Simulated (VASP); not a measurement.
Ga: single point with LDA

The system is Ga.

```
CELL_PARAMETERS angstrom
2.97757 0.00000 0.00000
-1.48879 2.57865 0.00000
0.00000 0.00000 9.30037
ATOMIC_POSITIONS crystal
Ga 0.00000 0.00000 0.00000
Ga 0.00000 0.00000 0.50000
Ga 0.33333 0.66667 0.25000
Ga 0.66667 0.33333 0.75000
```

This isn't the form of Ga at room conditions, which is orthorhombic.

* Program: VASP 6.6.1
* Task: single point
* Functional: LDA
* Potentials or basis: VASP PAW LDA potentials, release 64 (Ga_d)
* Cutoff: 520 eV
* k mesh: 14 × 14 × 4
* Occupations: fermi-dirac, width 0.1 eV
* Spin: no spin polarisation

```json
{
  "Pressure": "-2.0 GPa",
  "Band gap on the k mesh": "zero (bands 26 and 27 overlap by 6.42 eV)"
}
```

Stress tensor (GPa, compression positive):
```
-1.95  0.00  0.00
 0.00 -1.95  0.00
 0.00  0.00 -2.12
```

Levels at points of the mesh, in eV from the Fermi level:
```csv
k point,band 24,band 25,band 26,band 27,band 28,band 29
"(0.00, 0.00, 0.00)",-4.49,-4.00,4.59,4.60,9.40,9.40
"(0.50, 0.00, 0.00)",-3.83,-3.63,-3.52,0.91,0.98,1.58
"(0.00, 0.00, 0.50)",-7.43,-0.21,-0.21,9.70,9.70,9.70
"(0.50, 0.00, 0.50)",-4.86,-1.87,-1.87,-1.31,-1.31,4.66
```

Wall time 120 s on 1 thread of AMD EPYC 7R13 Processor (Zen 3), with other jobs on the host, peak memory 0.21 GiB.
